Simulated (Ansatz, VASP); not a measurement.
# Sn2Br in VASP and in Ansatz

```
CELL_PARAMETERS angstrom
0.00000 4.34093 4.34093
4.34093 0.00000 4.34093
4.34093 4.34093 0.00000
ATOMIC_POSITIONS crystal
Sn 0.62500 0.62500 0.62500
Sn 0.12500 0.62500 0.62500
Sn 0.62500 0.62500 0.12500
Sn 0.62500 0.12500 0.62500
Br 0.00000 0.00000 0.00000
Br 0.25000 0.25000 0.25000
```

Alike in both runs: task single point; functional PBE; k mesh 4 × 4 × 4; occupations gaussian, width 0.1 eV; no spin polarisation.

|  | VASP | Ansatz |
| --- | --- | --- |
| version | VASP 6.6.1 | Ansatz 0.2.0 |
| potentials or method | VASP PAW PBE potentials, release 64 (Sn_d, Br), cutoff 520 eV | scalar-relativistic, plane waves, PAW |
| valence electrons in the cell | 70 | 70 |

|  | VASP | Ansatz | Ansatz less VASP |
| --- | --- | --- | --- |
| gap on the k mesh at the Fermi level (eV) | none | none | - |
| pressure (GPa) | 4.1 | 4.1 | +0.05 |

A gap of «none» marks a metal or a gap that the smearing closes. The functional is the same, so the differences come from potentials, cutoffs and numerics.
